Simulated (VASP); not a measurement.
AlNi3: single point with PBE

AlNi3:

```
CELL_PARAMETERS angstrom
0.00000 2.65438 2.65438
2.65438 0.00000 2.65438
2.65438 2.65438 0.00000
ATOMIC_POSITIONS crystal
Al 0.50000 0.50000 0.50000
Ni 0.25000 0.25000 0.25000
Ni 0.00000 0.00000 0.00000
Ni 0.75000 0.75000 0.75000
```

| Quantity | Value |
| --- | --- |
| Program | VASP 6.6.1 |
| Task | single point |
| Functional | PBE |
| Potentials or basis | VASP PAW PBE potentials, release 64 (Al, Ni) |
| Cutoff | 520 eV |
| k mesh | 14 × 14 × 14 |
| Occupations | gaussian, width 0.15 eV |
| Spin | collinear spin |
| Starting moments | [0.0, 0.125, 0.125, 0.125] μB |
| Fixed moment | 0.375 μB |

```
Pressure                                              : 56.0 GPa
Net moment                                            : 0.38 μB per cell
Site moments                                          : Al +0.00; Ni +0.10, +0.16 (each value once) μB
Valence electrons inside the program's atomic spheres : Al 0.93; Ni 9.81, 9.76 (each value once)
```

Run time: 5 min on 1 thread of Intel Xeon 8259CL, on a shared host, peak memory 0.28 GiB.

Caveat: the cell stands under pressure; the total moment is fixed, so each spin has its own Fermi level.
